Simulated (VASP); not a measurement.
Sn2TeS3:

```
Sn Te S
1.0
     3.13489    1.80993    5.22910
    -3.13489    1.80993    5.22910
     0.00000   -3.61986    5.22910
Sn Te S
2 1 3
Direct
  0.12220 0.12220 0.12220
  0.87780 0.87780 0.87780
  0.50000 0.50000 0.50000
  0.00000 0.50000 0.50000
  0.50000 0.00000 0.50000
  0.50000 0.50000 0.00000
```

The cell was generated, and may not be a known phase.

- Program: VASP 6.6.1
- Task: relaxation of cell and atoms
- Functional: PBE
- Potentials or basis: VASP PAW PBE potentials, release 64 (Sn_d, Te, S)
- Cutoff: 600 eV
- k mesh: 3 × 3 × 3
- Occupations: gaussian, width 0.1 eV
- Spin: no spin polarisation

At the start: pressure -8.2 GPa; volume 29.67 Å³/atom.

Where does the relaxation end?

Over 28 steps the energy falls by 303.3 meV/atom and the volume is 23.86 Å³/atom (-19.6 %); space group R-3m (No. 166, to 0.1 Å) before and after.

Step by step:
```csv
step,energy change (eV),largest force (eV/Å),pressure (GPa),volume (Å³)
1,0.0000,0.0264,-8.17,178.02
2,-1.2874,0.0261,-1.53,141.81
3,-1.3079,0.0311,-0.06,137.97
4,-1.3077,0.0323,0.24,137.24
5,-1.3163,0.0445,0.26,137.17
6,-1.3271,0.0533,0.35,136.97
7,-1.3160,0.2065,0.91,136.39
8,-1.3290,0.0590,0.43,136.86
9,-1.3293,0.0678,0.49,136.78
10,-1.3301,0.0829,-0.52,139.30
11,-1.3317,0.0755,-0.06,138.15
12,-1.3328,0.0849,-0.07,138.18
13,-1.3371,0.1183,-0.09,138.28
14,-1.3515,0.2173,-0.12,138.47
15,-1.4235,0.6298,-0.18,138.85
16,-1.6805,0.5904,-0.01,139.60
17,-1.1714,3.8716,4.29,141.01
18,-1.7433,0.3061,0.26,139.83
19,-1.7672,0.2314,0.75,140.15
20,-1.7684,0.1021,0.63,140.08
21,-1.7828,0.0170,0.42,140.59
22,-1.8053,0.1919,-0.09,142.10
23,-1.8066,0.2388,-0.21,142.52
24,-1.8098,0.2118,-0.07,142.30
25,-1.8148,0.1310,0.35,141.67
26,-1.8150,0.1049,0.48,141.47
27,-1.8179,0.0625,0.31,142.11
28,-1.8196,0.0107,0.04,143.17
```

Final structure:
```
CELL_PARAMETERS angstrom
2.76179 1.59452 5.41836
-2.76179 1.59452 5.41836
0.00000 -3.18904 5.41836
ATOMIC_POSITIONS crystal
Sn 0.09012 0.09012 0.09012
Sn 0.90988 0.90988 0.90988
Te 0.50000 0.50000 0.50000
S 0.00000 0.50000 0.50000
S 0.50000 0.00000 0.50000
S 0.50000 0.50000 0.00000
```

Caveat: the k points lie up to 0.46 Å⁻¹ apart in the final cell; the volume moved by over 15 % at a fixed basis, so the end points are rough.
